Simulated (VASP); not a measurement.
# Ta in VASP: a series of runs

Runs on Ta. Level: PBE. Tasks: single point.

All numbers are computed with VASP 6.6.1; they aren't measurements. Logs are shortened: lines on timing, memory, paths and dates and some standing lists are left out, and cuts for length are marked.

### 1 The cell of the first run

The cell holds a wire or tube with vacuum around it, 5 atoms: a = 12.300 Å, b = 12.600 Å, c = 3.126 Å, α = 90.00°, β = 90.00°, γ = 90.00°.

### 2 Single point, PBE

File INCAR:

```
ALGO = Normal
EDIFF = 1E-6
ENCUT = 520
GGA = PE
ISIF = 2
ISMEAR = 0
LASPH = T
LCHARG = T
LELF = T
LREAL = F
LVHAR = T
LWAVE = F
NBANDS = 36
NELM = 80
PREC = Accurate
SIGMA = 0.05
```

File KPOINTS:

```
k-points
0
Gamma
  1 1 16
```

File POSCAR:

```
Ta
1.0
   12.3000000000      0.0000000000      0.0000000000
    0.0000000000     12.6000000000      0.0000000000
    0.0000000000      0.0000000000      3.1256455715
Ta
5
Direct
    0.5000000000      0.5000000000      0.0000000000
    0.3798276822      0.3822717497      0.5000000000
    0.3798276822      0.6177282503      0.5000000000
    0.6201723178      0.3822717497      0.5000000000
    0.6201723178      0.6177282503      0.5000000000
```

Potentials or basis: VASP PAW PBE potentials, release 64 (Ta_pv).

The run is started by

```sh
> cat potpaw_PBE.64/Ta_pv/POTCAR > POTCAR
> mpirun -np 1 vasp_std > vasp.out
```

OUTCAR:

```text
EDIFF = 1E-6
   ENCUT = 520
   GGA = PE
   ISIF = 2
   ISMEAR = 0
   LASPH = T
   LREAL = F
   NELM = 80
   PREC = Accurate

 ion  position               nearest neighbor table
   1  0.500  0.500  0.000-   2 2.61   3 2.61   4 2.61   5 2.61   2 2.61   3 2.61   4 2.61   5 2.61

   2  0.380  0.382  0.500-   1 2.61   1 2.61   4 2.96   3 2.97
   3  0.380  0.618  0.500-   1 2.61   1 2.61   5 2.96   2 2.97
   4  0.620  0.382  0.500-   1 2.61   1 2.61   2 2.96   5 2.97
   5  0.620  0.618  0.500-   1 2.61   1 2.61   3 2.96   4 2.97

  LATTYP: Found a simple orthorhombic cell.
 ALAT       =     3.1256455715
 B/A-ratio  =     3.9351870577
 C/A-ratio  =     4.0311672299

  Lattice vectors:

 A1 = (   0.0000000000,   0.0000000000,   3.1256455715)
 A2 = (  12.3000000000,   0.0000000000,   0.0000000000)
 A3 = (   0.0000000000,  12.6000000000,   0.0000000000)

Analysis of symmetry for initial positions (statically):
=====================================================================
 Subroutine PRICEL returns:
 Original cell was already a primitive cell.

 Routine SETGRP: Setting up the symmetry group for a
 simple orthorhombic supercell.

 Subroutine GETGRP returns: Found  8 space group operations
 (whereof  8 operations were pure point group operations)
 out of a pool of  8 trial point group operations.

The static configuration has the point symmetry D_2h.

Analysis of symmetry for dynamics (positions and initial velocities):
=====================================================================
 Subroutine PRICEL returns:
 Original cell was already a primitive cell.

 Routine SETGRP: Setting up the symmetry group for a
 simple orthorhombic supercell.

 Subroutine GETGRP returns: Found  8 space group operations
 (whereof  8 operations were pure point group operations)
 out of a pool of  8 trial point group operations.

The dynamic configuration has the point symmetry D_2h.

 Subroutine INISYM returns: Found  8 space group operations
 (whereof  8 operations are pure point group operations),
 and found     1 'primitive' translations

----------------------------------------------------------------------------------------

                                     Primitive cell

  volume of cell :     484.4126

  direct lattice vectors                    reciprocal lattice vectors
    12.300000000  0.000000000  0.000000000     0.081300813  0.000000000  0.000000000
     0.000000000 12.600000000  0.000000000     0.000000000  0.079365079  0.000000000
     0.000000000  0.000000000  3.125645572     0.000000000  0.000000000  0.319933907

  length of vectors
    12.300000000 12.600000000  3.125645572     0.081300813  0.079365079  0.319933907

  position of ions in fractional coordinates (direct lattice)
     0.500000000  0.500000000  0.000000000
     0.379827682  0.382271750  0.500000000
     0.379827682  0.617728250  0.500000000
     0.620172318  0.382271750  0.500000000
     0.620172318  0.617728250  0.500000000

  ion indices of the primitive-cell ions
   primitive index   ion index
                 1           1
                 2           2
                 3           3
                 4           4
                 5           5

----------------------------------------------------------------------------------------

 KPOINTS: k-points

Automatic generation of k-mesh.
 Grid dimensions read from file:
 generate k-points for:    1    1   16

 Generating k-lattice:

  Cartesian coordinates                     Fractional coordinates (reciprocal lattice)
     0.081300813  0.000000000  0.000000000     1.000000000  0.000000000  0.000000000
     0.000000000  0.079365079  0.000000000     0.000000000  1.000000000  0.000000000
     0.000000000  0.000000000  0.019995869     0.000000000  0.000000000  0.062500000

  Length of vectors
     0.081300813  0.079365079  0.019995869

  Shift w.r.t. Gamma in fractional coordinates (k-lattice)
     0.000000000  0.000000000  0.000000000

 Subroutine IBZKPT returns following result:
 ===========================================

 Found      9 irreducible k-points:

 Following reciprocal coordinates:
            Coordinates               Weight
  0.000000  0.000000  0.000000      1.000000
  0.000000  0.000000  0.062500      2.000000
  0.000000  0.000000  0.125000      2.000000
  0.000000  0.000000  0.187500      2.000000
  0.000000  0.000000  0.250000      2.000000
  0.000000  0.000000  0.312500      2.000000
  0.000000  0.000000  0.375000      2.000000
  0.000000  0.000000  0.437500      2.000000
  0.000000  0.000000  0.500000      1.000000
   k-points           NKPTS =      9   k-points in BZ     NKDIM =      9   number of bands    NBANDS=     36
   number of dos      NEDOS =    301   number of ions     NIONS =      5
   total plane-waves  NPLWV = 221184
   dimension x,y,z NGX =    96 NGY =   96 NGZ =   24
   dimension x,y,z NGXF=   192 NGYF=  192 NGZF=   48
   ions per type =               5
   NGX,Y,Z   is equivalent  to a cutoff of  12.98, 12.67, 12.77 a.u.
   NGXF,Y,Z  is equivalent  to a cutoff of  25.95, 25.33, 25.53 a.u.
 SYSTEM =  unknown system
   PREC   = accura    normal or accurate (medium, high low for compatibility)
   ISTART =      0    job   : 0-new  1-cont  2-samecut
   ICHARG =      2    charge: 1-file 2-atom 10-const
   ISPIN  =      1    spin polarized calculation?
   LNONCOLLINEAR =      F non collinear calculations
   LSORBIT =      F    spin-orbit coupling
   LASPH  =      T    aspherical Exc in radial PAW
   ENCUT  =  520.0 eV  38.22 Ry    6.18 a.u.  22.87 23.43  5.81*2*pi/ulx,y,z
   NELM   =     80;   NELMIN=  2; NELMDL= -5     # of ELM steps
   EDIFF  = 0.1E-05   stopping-criterion for ELM
   LREAL  =      F    real-space projection
   EDIFFG = 0.1E-04   stopping-criterion for IOM
   NSW    =      0    number of steps for IOM
   IBRION =     -1    ionic relax: 0-MD 1-quasi-New 2-CG
   NFREE  =      0    steps in history (QN), initial steepest desc. (CG)
   ISIF   =      2    stress and relaxation
   ISYM   =      2    0-nonsym 1-usesym 2-fastsym
   POTIM  = 0.5000    time-step for ionic-motion
   TEBEG  =    0.0;   TEEND  =   0.0 temperature during run
   PSTRESS=    0.0 pullay stress
   NELECT =      55.0000    total number of electrons
   NUPDOWN=      -1.0000    fix difference up-down
   EMIN   =  10.00;   EMAX   =-10.00  energy-range for DOS
   EFERMI =   0.00;   METHOD = LEGACY
   ISMEAR =     0;   SIGMA  =   0.05  broadening in eV -4-tet -1-fermi 0-gaus
   EFERMI_NEDOS =   21; number of points for ismear=-14 and -15
   IALGO  =     38    algorithm
   IMIX   =      4    mixing-type and parameters
     AMIX     =   0.40;   BMIX     =  1.00
     AMIX_MAG =   1.60;   BMIX_MAG =  1.00
  volume/ion in A,a.u.               =      96.88       653.80
  Fermi-wavevector in a.u.,A,eV,Ry     =   0.792728  1.498038  8.550131  0.628417
  Thomas-Fermi vector in A             =   1.898523
   LORBIT       =      0    0 simple, 1 ext, 2 COOP (PROOUT), +10 PAW based schemes
   GGA     = PE    functional components
   LHFCALC =     F    Hartree Fock is set to
   AEXX    =    0.0000 exact exchange contribution
   IVDW    =     0    specifies the selected vdW correction
   LEPSILON=     F    determine dielectric tensor
   LRPA    =     F    only Hartree local field effects (RPA)
 non-spin polarized calculation
 Gauss-broadening in eV      SIGMA  =   0.05
  energy-cutoff  :      520.00
  volume of cell :      484.41
 maximum number of plane-waves:     13108
 NGX is ok and might be reduce to    90
   NGX = 45   NGY = 47   NGZ = 11

 number of electron      55.0000007 magnetization

 Free energy of the ion-electron system (eV)
  ---------------------------------------------------
  ext. energy  EPLUGINS =         0.00000000
  ---------------------------------------------------
  free energy    TOTEN  =       -46.66292729 eV

  energy without entropy =      -46.64761340  energy(sigma->0) =      -46.65527034

 E-fermi :  -1.5608     XC(G=0):  -3.9552

 val. band max:       -1.5672780062   @ k =   0.0000   0.0000   0.0000
 cond. band min:      -1.5515639698   @ k =   0.0000   0.0000   0.1875
 fundamental gap:      0.0157140364
 Fermi energy:        -1.5608292932

 k-point     1 :       0.0000    0.0000    0.0000
  band No.  band energies     occupation
      1     -36.6042      2.00000
      2     -36.5983      2.00000
      3     -36.3839      2.00000
      4     -36.3530      2.00000
      5     -36.1285      2.00000
      6     -36.1225      2.00000
[... 28 lines left out ...]
     35       0.1759      0.00000
     36       0.2640      0.00000

 k-point     2 :       0.0000    0.0000    0.0625
  band No.  band energies     occupation
      1     -36.5968      2.00000
      2     -36.5909      2.00000
      3     -36.4073      2.00000
      4     -36.3516      2.00000
      5     -36.1273      2.00000
      6     -36.1213      2.00000
[... 28 lines left out ...]
     35       0.1267      0.00000
     36       0.2460      0.00000

 k-point     3 :       0.0000    0.0000    0.1250
  band No.  band energies     occupation
      1     -36.5755      2.00000
      2     -36.5698      2.00000
      3     -36.4683      2.00000
      4     -36.3475      2.00000
      5     -36.1243      2.00000
      6     -36.1183      2.00000
[... 28 lines left out ...]
     35       0.2377      0.00000
     36       0.3293      0.00000

 k-point     4 :       0.0000    0.0000    0.1875
  band No.  band energies     occupation
      1     -36.5492      2.00000
      2     -36.5432      2.00000
      3     -36.5375      2.00000
      4     -36.3414      2.00000
      5     -36.1218      2.00000
      6     -36.1159      2.00000
[... 28 lines left out ...]
     35       0.1033      0.00000
     36       0.1299      0.00000

 k-point     5 :       0.0000    0.0000    0.2500
  band No.  band energies     occupation
      1     -36.6343      2.00000
      2     -36.5039      2.00000
      3     -36.4985      2.00000
      4     -36.3341      2.00000
      5     -36.1300      2.00000
      6     -36.1247      2.00000
[... 28 lines left out ...]
     35       0.1043      0.00000
     36       0.1856      0.00000

 k-point     6 :       0.0000    0.0000    0.3125
  band No.  band energies     occupation
      1     -36.7116      2.00000
      2     -36.4631      2.00000
      3     -36.4580      2.00000
      4     -36.3268      2.00000
      5     -36.1748      2.00000
      6     -36.1709      2.00000
[... 28 lines left out ...]
     35       0.2877      0.00000
     36       0.3662      0.00000

 k-point     7 :       0.0000    0.0000    0.3750
  band No.  band energies     occupation
      1     -36.7726      2.00000
      2     -36.4263      2.00000
      3     -36.4216      2.00000
      4     -36.3206      2.00000
      5     -36.2392      2.00000
      6     -36.2355      2.00000
[... 28 lines left out ...]
     35       0.4721      0.00000
     36       0.4945      0.00000

 k-point     8 :       0.0000    0.0000    0.4375
  band No.  band energies     occupation
      1     -36.8114      2.00000
      2     -36.3980      2.00000
      3     -36.3941      2.00000
      4     -36.3164      2.00000
      5     -36.2894      2.00000
      6     -36.2849      2.00000
[... 28 lines left out ...]
     35       0.5769      0.00000
     36       1.2827      0.00000

 k-point     9 :       0.0000    0.0000    0.5000
  band No.  band energies     occupation
      1     -36.8247      2.00000
      2     -36.3854      2.00000
      3     -36.3823      2.00000
      4     -36.3150      2.00000
      5     -36.3098      2.00000
      6     -36.3046      2.00000
[... 28 lines left out ...]
     35       0.5094      0.00000
     36       1.2500      0.00000

------------------------ aborting loop because EDIFF is reached ----------------------------------------

  FORCE on cell =-STRESS in cart. coord.  units (eV):
  Direction    XX          YY          ZZ          XY          YZ          ZX
  --------------------------------------------------------------------------------------
  -------------------------------------------------------------------------------------
  Total        0.0154548      0.0462037      0.1275617      0.0000000      0.0000000     -0.0000000
  in kB        0.0511160      0.1528171      0.4219059      0.0000000      0.0000000     -0.0000000
  external PRESSURE =       0.2086130 kB  Pullay stress =       0.0000000 kB

 VOLUME and BASIS-vectors are now :
 -----------------------------------------------------------------------------
  energy-cutoff  :      520.00
  volume of cell :      484.41
      direct lattice vectors                 reciprocal lattice vectors
    12.300000000  0.000000000  0.000000000     0.081300813  0.000000000  0.000000000
     0.000000000 12.600000000  0.000000000     0.000000000  0.079365079  0.000000000
     0.000000000  0.000000000  3.125645572     0.000000000  0.000000000  0.319933907

 POSITION                                       TOTAL-FORCE (eV/Angst)
 -----------------------------------------------------------------------------------
      6.15000      6.30000      0.00000         0.000000      0.000000      0.000000
      4.67188      4.81662      1.56282        -0.010939     -0.015138     -0.000000
      4.67188      7.78338      1.56282        -0.010939      0.015138      0.000000
      7.62812      4.81662      1.56282         0.010939     -0.015138      0.000000
      7.62812      7.78338      1.56282         0.010939      0.015138      0.000000
 -----------------------------------------------------------------------------------
    total drift:                               -0.000000      0.000000     -0.000000

  FREE ENERGIE OF THE ION-ELECTRON SYSTEM (eV)
  ---------------------------------------------------
  free  energy   TOTEN  =       -46.6629272887 eV

  energy  without entropy=      -46.6476133977  energy(sigma->0) =      -46.65527034
```

It took 3.2 min on 1 thread of Intel Xeon Platinum 8488C (Sapphire Rapids), shared host; peak memory 0.53 GiB.

Results:

| Item | Value |
| --- | --- |
| Free energy | -46.6629 eV |
| Largest force | 0.019 eV/Å |
| Band gap on the k mesh | zero (an odd number of electrons rules out a gap without spin polarisation) |

Forces in eV/Å, atoms in the order of the input:
```
Ta   0.000  0.000  0.000
Ta  -0.011 -0.015  0.000
Ta  -0.011  0.015  0.000
Ta   0.011 -0.015  0.000
Ta   0.011  0.015  0.000
```

Caveat: spin-orbit coupling is left out, which moves the levels of the heavy elements.

### 3 Single point, PBE

This run uses another cell than the first one.

File INCAR:

```
SYSTEM = Ta
PREC = Accurate ; ENCUT = 520
EDIFF = 1E-7 ; ISMEAR = 0
SIGMA = 0.05 ; LREAL = .False.
LASPH = .True. ; NELM = 80
ALGO = Normal ; ISIF = 2
LWAVE = .False. ; LCHARG = .False.
GGA = PE ; NBANDS = 36
```

File KPOINTS:

```
Automatic mesh
0
Gamma
  1 1 16
  0 0 0
```

File POSCAR:

```
Ta
1.0
   12.3000000000      0.0000000000      0.0000000000
    0.0000000000     12.6000000000      0.0000000000
    0.0000000000      0.0000000000      3.3187896401
Ta
5
Direct
    0.5000000000      0.5000000000      0.0000000000
    0.3650898520      0.3683019984      0.5000000000
    0.3650898520      0.6316980016      0.5000000000
    0.6349101480      0.3683019984      0.5000000000
    0.6349101480      0.6316980016      0.5000000000
```

Potentials or basis: VASP PAW PBE potentials, release 64 (Ta_pv).

The run is started by

```sh
> cat potpaw_PBE.64/Ta_pv/POTCAR > POTCAR
> mpirun -np 1 vasp_std > vasp.out
```

It took 3.9 min on 1 thread of Intel Xeon Platinum 8488C (Sapphire Rapids), shared host; peak memory 0.59 GiB.

Results (log left out):

```yaml
Free_energy: -44.0432 eV
Largest_force: 3.326 eV/Å
Band_gap_on_the_k_mesh: zero (an odd number of electrons rules out a gap without spin polarisation)
```

Forces in eV/Å, atoms in the order of the input:
```
Ta   0.000  0.000  0.000
Ta   2.352  2.351  0.000
Ta   2.352 -2.351  0.000
Ta  -2.352  2.351  0.000
Ta  -2.352 -2.351  0.000
```

Levels at points of the mesh, in eV from the Fermi level:
| k point | band 25 | band 26 | band 27 | band 28 | band 29 | band 30 |
| --- | --- | --- | --- | --- | --- | --- |
| (0.00, 0.00, 0.00) | -0.29 | -0.29 | 0.01 | 0.01 | 0.32 | 0.40 |
| (0.00, 0.00, 0.50) | -0.39 | -0.13 | -0.13 | 0.21 | 0.21 | 0.45 |

Caveat: spin-orbit coupling is left out, which moves the levels of the heavy elements.

(Part 1 of 2 ends here.)

The gap in the log of VASP goes by the Fermi energy; the results here count the filled bands.